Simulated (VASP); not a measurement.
# Hf (Im-3m) in VASP: further runs

The runs below take Hf through single point, relaxation of cell and atoms, with PBEsol.

All numbers are computed with VASP 6.6.1; they aren't measurements. Logs are shortened: lines on timing, memory, paths and dates and some standing lists are left out, and cuts for length are marked.

### 1 The cell of the first run

It takes space group Im-3m (No. 229, cubic). The conventional cell has a = 3.496 Å, b = 3.496 Å, c = 3.496 Å, α = 90.00°, β = 90.00°, γ = 90.00°. Hf (site symmetry m-3m) has 14 Hf at 3.03 to 3.50 Å within 4.0 Å.

### 2 Single point, PBEsol

Input file INCAR:

```
SYSTEM = Hf
PREC = Accurate
ENCUT = 500
EDIFF = 1E-6
ISMEAR = -1
SIGMA = 0.02
LREAL = .FALSE.
LASPH = .TRUE.
NELM = 120
ALGO = Normal
ISIF = 2
LWAVE = .FALSE.
LCHARG = .FALSE.
GGA = PS
NBANDS = 11
GGA_COMPAT = .FALSE.
```

Input file KPOINTS:

```
regular mesh
0
G
  7 7 7
  0 0 0
```

Input file POSCAR:

```
Hf
1.0
   -1.7480934578      1.7480934578      1.7480934578
    1.7480934578     -1.7480934578      1.7480934578
    1.7480934578      1.7480934578     -1.7480934578
Hf
1
Direct
    0.0000000000      0.0000000000      0.0000000000
```

Potentials or basis: VASP PAW PBE potentials, release 64 (Hf_pv).

Launch:

```console
$ cat potpaw_PBE.64/Hf_pv/POTCAR > POTCAR
$ mpirun -np 1 vasp_std > vasp.out
```

OUTCAR:

```text
SYSTEM = Hf
   PREC = Accurate
   ENCUT = 500
   EDIFF = 1E-6
   ISMEAR = -1
   LREAL = .FALSE.
   LASPH = .TRUE.
   NELM = 120
   ISIF = 2
   GGA = PS

 ion  position               nearest neighbor table
   1  0.000  0.000  0.000-

  LATTYP: Found a body centered cubic cell.
 ALAT       =     3.4961869156

  Lattice vectors:

 A1 = (  -1.7480934578,   1.7480934578,   1.7480934578)
 A2 = (   1.7480934578,  -1.7480934578,   1.7480934578)
 A3 = (   1.7480934578,   1.7480934578,  -1.7480934578)

Analysis of symmetry for initial positions (statically):
=====================================================================
 Subroutine PRICEL returns:
 Original cell was already a primitive cell.

 Routine SETGRP: Setting up the symmetry group for a
 body centered cubic supercell.

 Subroutine GETGRP returns: Found 48 space group operations
 (whereof 48 operations were pure point group operations)
 out of a pool of 48 trial point group operations.

The static configuration has the point symmetry O_h .

Analysis of symmetry for dynamics (positions and initial velocities):
=====================================================================
 Subroutine PRICEL returns:
 Original cell was already a primitive cell.

 Routine SETGRP: Setting up the symmetry group for a
 body centered cubic supercell.

 Subroutine GETGRP returns: Found 48 space group operations
 (whereof 48 operations were pure point group operations)
 out of a pool of 48 trial point group operations.

The dynamic configuration has the point symmetry O_h .

 Subroutine INISYM returns: Found 48 space group operations
 (whereof 48 operations are pure point group operations),
 and found     1 'primitive' translations

----------------------------------------------------------------------------------------

                                     Primitive cell

  volume of cell :      21.3675

  direct lattice vectors                    reciprocal lattice vectors
    -1.748093458  1.748093458  1.748093458     0.000000000  0.286025897  0.286025897
     1.748093458 -1.748093458  1.748093458     0.286025897  0.000000000  0.286025897
     1.748093458  1.748093458 -1.748093458     0.286025897  0.286025897  0.000000000

  length of vectors
     3.027786685  3.027786685  3.027786685     0.404501703  0.404501703  0.404501703

  position of ions in fractional coordinates (direct lattice)
     0.000000000  0.000000000  0.000000000

  ion indices of the primitive-cell ions
   primitive index   ion index
                 1           1

----------------------------------------------------------------------------------------

 KPOINTS: regular mesh

Automatic generation of k-mesh.
 Grid dimensions read from file:
 generate k-points for:    7    7    7

 Generating k-lattice:

  Cartesian coordinates                     Fractional coordinates (reciprocal lattice)
     0.000000000  0.040860842  0.040860842     0.142857143  0.000000000  0.000000000
     0.040860842  0.000000000  0.040860842     0.000000000  0.142857143  0.000000000
     0.040860842  0.040860842  0.000000000     0.000000000  0.000000000  0.142857143

  Length of vectors
     0.057785958  0.057785958  0.057785958

  Shift w.r.t. Gamma in fractional coordinates (k-lattice)
     0.000000000  0.000000000  0.000000000

 Subroutine IBZKPT returns following result:
 ===========================================

 Found     20 irreducible k-points:

 Following reciprocal coordinates:
            Coordinates               Weight
  0.000000  0.000000  0.000000      1.000000
  0.142857  0.000000  0.000000     12.000000
  0.285714  0.000000  0.000000     12.000000
  0.428571  0.000000  0.000000     12.000000
  0.142857  0.142857  0.000000     24.000000
  0.285714  0.142857  0.000000     48.000000
[... 12 lines left out ...]
 -0.428571 -0.428571  0.285714      8.000000
 -0.428571  0.428571  0.428571      6.000000
   k-points           NKPTS =     20   k-points in BZ     NKDIM =     20   number of bands    NBANDS=     11
   number of dos      NEDOS =    301   number of ions     NIONS =      1
   total plane-waves  NPLWV =  13824
   dimension x,y,z NGX =    24 NGY =   24 NGZ =   24
   dimension x,y,z NGXF=    48 NGYF=   48 NGZF=   48
   ions per type =               1
   NGX,Y,Z   is equivalent  to a cutoff of  13.18, 13.18, 13.18 a.u.
   NGXF,Y,Z  is equivalent  to a cutoff of  26.36, 26.36, 26.36 a.u.
 SYSTEM =  Hf
   PREC   = accura    normal or accurate (medium, high low for compatibility)
   ISTART =      0    job   : 0-new  1-cont  2-samecut
   ICHARG =      2    charge: 1-file 2-atom 10-const
   ISPIN  =      1    spin polarized calculation?
   LNONCOLLINEAR =      F non collinear calculations
   LSORBIT =      F    spin-orbit coupling
   LASPH  =      T    aspherical Exc in radial PAW
   ENCUT  =  500.0 eV  36.75 Ry    6.06 a.u.   5.52  5.52  5.52*2*pi/ulx,y,z
   NELM   =    120;   NELMIN=  2; NELMDL= -5     # of ELM steps
   EDIFF  = 0.1E-05   stopping-criterion for ELM
   LREAL  =      F    real-space projection
   EDIFFG = 0.1E-04   stopping-criterion for IOM
   NSW    =      0    number of steps for IOM
   IBRION =     -1    ionic relax: 0-MD 1-quasi-New 2-CG
   NFREE  =      0    steps in history (QN), initial steepest desc. (CG)
   ISIF   =      2    stress and relaxation
   ISYM   =      2    0-nonsym 1-usesym 2-fastsym
   POTIM  = 0.5000    time-step for ionic-motion
   TEBEG  =    0.0;   TEEND  =   0.0 temperature during run
   PSTRESS=    0.0 pullay stress
   NELECT =      10.0000    total number of electrons
   NUPDOWN=      -1.0000    fix difference up-down
   EMIN   =  10.00;   EMAX   =-10.00  energy-range for DOS
   EFERMI =   0.00;   METHOD = LEGACY
   ISMEAR =    -1;   SIGMA  =   0.02  broadening in eV -4-tet -1-fermi 0-gaus
   EFERMI_NEDOS =   21; number of points for ismear=-14 and -15
   IALGO  =     38    algorithm
   IMIX   =      4    mixing-type and parameters
     AMIX     =   0.40;   BMIX     =  1.00
     AMIX_MAG =   1.60;   BMIX_MAG =  1.00
  volume/ion in A,a.u.               =      21.37       144.20
  Fermi-wavevector in a.u.,A,eV,Ry     =   1.271033  2.401904 21.980553  1.615525
  Thomas-Fermi vector in A             =   2.403988
   LORBIT       =      0    0 simple, 1 ext, 2 COOP (PROOUT), +10 PAW based schemes
   GGA     = PS    functional components
   LHFCALC =     F    Hartree Fock is set to
   AEXX    =    0.0000 exact exchange contribution
   IVDW    =     0    specifies the selected vdW correction
   LEPSILON=     F    determine dielectric tensor
   LRPA    =     F    only Hartree local field effects (RPA)
 non-spin polarized calculation
  energy-cutoff  :      500.00
  volume of cell :       21.37
 maximum number of plane-waves:       559
 NGX is ok and might be reduce to    24
   NGX = 11   NGY = 11   NGZ = 11

 number of electron      10.0000000 magnetization

 number of electron       9.9999998 magnetization

 Free energy of the ion-electron system (eV)
  ---------------------------------------------------
  ext. energy  EPLUGINS =         0.00000000
  ---------------------------------------------------
  free energy    TOTEN  =       -10.30730052 eV

  energy without entropy =      -10.30452500  energy(sigma->0) =      -10.30591276

 E-fermi :   4.7104     XC(G=0): -11.6086

 val. band max:        4.7012149360   @ k =  -0.4286  -0.4286   0.1429
 cond. band min:       4.7917973202   @ k =   0.2857   0.1429   0.0000
 fundamental gap:      0.0905823842
 Fermi energy:         4.7104110121

 k-point     1 :       0.0000    0.0000    0.0000
  band No.  band energies     occupation
      1     -24.9172      2.00000
      2     -24.9172      2.00000
      3     -24.9172      2.00000
      4      -2.4632      2.00000
      5       6.2487      0.00000
      6       6.2487      0.00000
      7       6.2487      0.00000
      8       9.1825      0.00000
      9       9.1825      0.00000
     10      18.2733      0.00000
     11      18.2733      0.00000

 k-point     2 :       0.1429    0.0000    0.0000
  band No.  band energies     occupation
      1     -25.1098      2.00000
      2     -24.9768      2.00000
      3     -24.9182      2.00000
      4      -1.6944      2.00000
      5       5.7411      0.00000
      6       5.9493      0.00000
      7       7.0291      0.00000
      8       8.6023      0.00000
      9       9.1915      0.00000
     10      18.0914      0.00000
     11      18.8829      0.00000

 k-point     3 :       0.2857    0.0000    0.0000
  band No.  band energies     occupation
      1     -25.5203      2.00000
      2     -25.1083      2.00000
      3     -24.9206      2.00000
      4       0.0770      2.00000
      5       4.8124      0.01212
      6       5.0926      0.00000
      7       8.7839      0.00000
      8       9.2178      0.00000
      9       9.4356      0.00000
     10      17.9439      0.00000
     11      18.0649      0.00000

 k-point     4 :       0.4286    0.0000    0.0000
  band No.  band energies     occupation
      1     -25.8301      2.00000
      2     -25.2112      2.00000
      3     -24.9226      2.00000
      4       1.1252      2.00000
      5       4.2024      2.00000
      6       5.6495      0.00000
      7       9.0935      0.00000
      8       9.9583      0.00000
      9      12.0558      0.00000
     10      15.8130      0.00000
     11      15.9685      0.00000
[... 183 lines left out ...]
 k-point    18 :      -0.4286    0.4286    0.2857
  band No.  band energies     occupation
      1     -25.6672      2.00000
      2     -25.4316      2.00000
      3     -25.3408      2.00000
      4       2.6644      2.00000
      5       3.0863      2.00000
      6       7.1237      0.00000
      7       7.1933      0.00000
      8      10.9461      0.00000
      9      11.4120      0.00000
     10      16.0778      0.00000
     11      17.5744      0.00000

 k-point    19 :      -0.4286   -0.4286    0.2857
  band No.  band energies     occupation
      1     -25.6031      2.00000
      2     -25.6031      2.00000
      3     -25.3650      2.00000
      4       2.6485      2.00000
      5       2.6485      2.00000
      6       6.6874      0.00000
      7      10.0633      0.00000
      8      10.0633      0.00000
      9      13.8971      0.00000
     10      14.6572      0.00000
     11      14.6572      0.00000

 k-point    20 :      -0.4286    0.4286    0.4286
  band No.  band energies     occupation
      1     -25.5843      2.00000
      2     -25.5497      2.00000
      3     -25.5497      2.00000
      4       2.1692      2.00000
      5       2.2071      2.00000
      6       9.8347      0.00000
      7       9.8347      0.00000
      8      11.1691      0.00000
      9      11.4006      0.00000
     10      14.7656      0.00000
     11      14.7656      0.00000

------------------------ aborting loop because EDIFF is reached ----------------------------------------

  FORCE on cell =-STRESS in cart. coord.  units (eV):
  Direction    XX          YY          ZZ          XY          YZ          ZX
  --------------------------------------------------------------------------------------
  -------------------------------------------------------------------------------------
  Total        0.2341574      0.2341574      0.2341574      0.0000000      0.0000000      0.0000000
  in kB       17.5575719     17.5575719     17.5575719      0.0000000      0.0000000      0.0000000
  external PRESSURE =      17.5575719 kB  Pullay stress =       0.0000000 kB

 VOLUME and BASIS-vectors are now :
 -----------------------------------------------------------------------------
  energy-cutoff  :      500.00
  volume of cell :       21.37
      direct lattice vectors                 reciprocal lattice vectors
    -1.748093458  1.748093458  1.748093458     0.000000000  0.286025897  0.286025897
     1.748093458 -1.748093458  1.748093458     0.286025897  0.000000000  0.286025897
     1.748093458  1.748093458 -1.748093458     0.286025897  0.286025897  0.000000000

 POSITION                                       TOTAL-FORCE (eV/Angst)
 -----------------------------------------------------------------------------------
      0.00000      0.00000      0.00000        -0.000000      0.000000     -0.000000
 -----------------------------------------------------------------------------------
    total drift:                                0.000000      0.000000      0.000000

  FREE ENERGIE OF THE ION-ELECTRON SYSTEM (eV)
  ---------------------------------------------------
  free  energy   TOTEN  =       -10.3073005199 eV

  energy  without entropy=      -10.3045249966  energy(sigma->0) =      -10.30591276
```

It took 3.7 s on 1 thread of Intel Xeon Platinum 8259CL at 2.50GHz (Skylake/Cascade Lake), shared host; peak memory 0.13 GiB.

What came out:

| Quantity | Value |
| --- | --- |
| Free energy | -10.3073 eV |
| Pressure | 1.8 GPa |
| Band gap on the k mesh | zero (band 5 reaches 6.25 eV, above the bottom of band 6 at 4.24 eV) |

Caveat: the k points lie up to 0.36 Å⁻¹ apart; the PAW data sets were made with another functional, which shifts forces and pressure a little; spin-orbit coupling is left out, which moves the levels of the heavy elements.

### 3 Relaxation of cell and atoms, PBEsol, target pressure -2 GPa, at which the enthalpy is minimised

This run uses another cell than the first one, of 23.52 Å³/atom, 1.101 times its volume.

Input file INCAR:

```
PREC = Accurate ; ENCUT = 500
EDIFF = 1E-7 ; ISMEAR = -1
SIGMA = 0.02 ; LREAL = F
LASPH = T ; NELM = 120
ALGO = Normal ; ISIF = 3
LWAVE = F ; LCHARG = F
GGA = PS ; IBRION = 2
NSW = 80 ; EDIFFG = -0.05
PSTRESS = -20.0 ; GGA_COMPAT = F
NELMIN = 4
```

Input file KPOINTS:

```
Automatic mesh
0
Gamma
  7 7 7
```

Input file POSCAR:

```
Hf
1.0
   -1.8050000000      1.8050000000      1.8050000000
    1.8050000000     -1.8050000000      1.8050000000
    1.8050000000      1.8050000000     -1.8050000000
Hf
1
Direct
    0.0000000000      0.0000000000      0.0000000000
```

Potentials or basis: VASP PAW PBE potentials, release 64 (Hf_pv).

Launch:

```console
$ cat potpaw_PBE.64/Hf_pv/POTCAR > POTCAR
$ mpirun -np 1 vasp_std > vasp.out
```

It took 8.7 s on 1 thread of Intel Xeon Platinum 8259CL at 2.50GHz (Skylake/Cascade Lake), shared host; peak memory 0.14 GiB.

Results (log left out):

```
Free energy                                            : -10.3066 eV
Relaxed volume                                         : 22.09 Å³/atom
Relaxed cell                                           : a = 3.062 Å, b = 3.062 Å, c = 3.062 Å, α = 109.47°, β = 109.47°, γ = 109.47°
Space group after relaxing (to 0.05 Å)                 : Im-3m (No. 229)
Energy change on relaxing (the enthalpy is what falls) : -48.2 meV/atom
Ionic steps                                            : 3
Pressure after relaxing                                : -2.1 GPa
Band gap on the k mesh                                 : zero (band 5 reaches 6.00 eV, above the bottom of band 6 at 4.00 eV)
```

Step by step:
| step | energy change (eV) | largest force (eV/Å) | pressure (GPa) | volume (Å³) |
| --- | --- | --- | --- | --- |
| 1 | 0.0000 | 0.0000 | -8.33 | 23.52 |
| 2 | -0.0255 | 0.0000 | 7.08 | 20.50 |
| 3 | -0.0482 | 0.0000 | -2.14 | 22.09 |

Final structure:
```yaml
crystal:
  lattice:
    - [-1.76757, 1.76757, 1.76757]
    - [1.76757, -1.76757, 1.76757]
    - [1.76757, 1.76757, -1.76757]
  atoms:
    - { symbol: Hf, position: [0.00000, 0.00000, 0.00000] }
```

Levels at points of the mesh, in eV from the Fermi level:
```
           k point  band 3  band 4  band 5  band 6  band 7  band 8
(0.00, 0.00, 0.00)  -29.77   -7.08    1.50    1.50    1.50    4.33
```

Caveat: the cell is relaxed towards a set pressure, so the enthalpy falls and the energy may rise; the PAW data sets were made with another functional, which shifts forces and pressure a little; spin-orbit coupling is left out, which moves the levels of the heavy elements.

### 4 Relaxation of cell and atoms, PBEsol

This run uses another cell than the first one, of 23.52 Å³/atom, 1.101 times its volume.

Input file INCAR:

```
SYSTEM = Hf
PREC = Accurate ; ENCUT = 500
EDIFF = 1E-7 ; ISMEAR = -1
SIGMA = 0.02 ; LREAL = .False.
LASPH = .True. ; NELM = 120
ALGO = Normal ; ISIF = 3
LWAVE = .False. ; LCHARG = .False.
GGA = PS ; IBRION = 2
NSW = 80 ; EDIFFG = -0.05
GGA_COMPAT = .False. ; NELMIN = 4
```

Input file KPOINTS:

```
regular mesh
0
Gamma
  7 7 7
  0 0 0
```

POSCAR is that of step 3.

Launch:

```console
$ cat potpaw_PBE.64/Hf_pv/POTCAR > POTCAR
$ mpirun -np 1 vasp_std > vasp.out
```

Wall time 11 s (1 thread of Intel Xeon Platinum 8259CL at 2.50GHz (Skylake/Cascade Lake), shared host); peak memory 0.15 GiB.

It converged, with:

* Free energy: -10.3094 eV
* Relaxed volume: 21.68 Å³/atom
* Relaxed cell: a = 3.042 Å, b = 3.042 Å, c = 3.042 Å, α = 109.47°, β = 109.47°, γ = 109.47°
* Space group after relaxing (to 0.05 Å): Im-3m (No. 229)
* Energy gained by relaxing: 50.9 meV/atom
* Ionic steps: 4
* Pressure after relaxing: 0.0 GPa
* Band gap on the k mesh: zero (band 5 reaches 6.14 eV, above the bottom of band 6 at 4.14 eV)

Step by step:
```
step  energy change (eV)  largest force (eV/Å)  pressure (GPa)  volume (Å³)
   1              0.0000                0.0000           -8.33        23.52
   2              0.0297                0.0000           12.46        19.60
   3             -0.0509                0.0000           -0.40        21.75
   4             -0.0509                0.0000            0.02        21.68
```

Final structure:
```xyz
1
Lattice="-1.7565 1.7565 1.7565 1.7565 -1.7565 1.7565 1.7565 1.7565 -1.7565" Properties=species:S:1:pos:R:3 pbc="T T T"
Hf    0.0000    0.0000    3.5130
```

Levels at points of the mesh, in eV from the Fermi level:
```csv
k point,band 3,band 4,band 5,band 6,band 7,band 8
"(0.00, 0.00, 0.00)",-29.69,-7.13,1.52,1.52,1.52,4.41
```

Caveat: the PAW data sets were made with another functional, which shifts forces and pressure a little; spin-orbit coupling is left out, which moves the levels of the heavy elements.

### 5 Summary

```csv
task,cell,gap on the mesh (eV),pressure (GPa)
single point,"a = 3.028 Å, angles 109.5°, 1 atom",none,1.8
relaxation of cell and atoms,"relaxed to -2 GPa from a = 3.126 Å, angles 109.5°, 1 atom",none,-2.1
relaxation of cell and atoms,"relaxed from a = 3.126 Å, angles 109.5°, 1 atom",none,0.0
```

Alike in all rows: level PBEsol; potentials or basis VASP PAW PBE potentials, release 64 (Hf_pv); no spin polarisation; k mesh 7 × 7 × 7; cutoff (eV) 500; smearing fermi-dirac 0.02 eV.

Caveats: some runs use coarse meshes; the PAW data sets were made with another functional, which shifts forces and pressure a little; spin-orbit coupling is left out, which moves the levels of the heavy elements; the cell is relaxed towards a set pressure, so the enthalpy falls and the energy may rise (some runs).

Total energies depend on the potentials used, so only differences within one code and one set of settings carry meaning.
